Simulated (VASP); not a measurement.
Input of a VASP 6.6.1 run:

INCAR

```
PREC = Accurate
ENCUT = 520
EDIFF = 1E-6
ISMEAR = 0
SIGMA = 0.02
LREAL = False
LASPH = True
NELM = 60
ALGO = Normal
ISIF = 2
LWAVE = False
LCHARG = False
GGA = PE
IVDW = 12
NBANDS = 20
```

The input KPOINTS:

```
Automatic mesh
0
Gamma
  12 12 12
```

Contents of POSCAR:

```
MoS2
1.0
    1.5800000000      0.9122134253      6.1500000000
   -1.5800000000      0.9122134253      6.1500000000
    0.0000000000     -1.8244268506      6.1500000000
Mo S
1 2
Direct
    0.0000000000      0.0000000000      0.0000000000
    0.2500000000      0.2500000000      0.2500000000
    0.4170000000      0.4170000000      0.4170000000
```

Potentials or basis: VASP PAW PBE potentials, release 64 (Mo_sv, S).

Launch:

```console
$ cat potpaw_PBE.64/Mo_sv/POTCAR potpaw_PBE.64/S/POTCAR > POTCAR
$ mpirun -np 1 vasp_std > vasp.out
```

(1) Predict the band gap on the k mesh.

(2) Predict the pressure.

(3) Estimate the largest force.

(4) Estimate the dispersion energy per atom.

Answers

(1) 0.94 eV (least direct gap 1.71 eV).

(2) 1.3 GPa.

(3) 0.509 eV/Å.

(4) -0.427 eV.
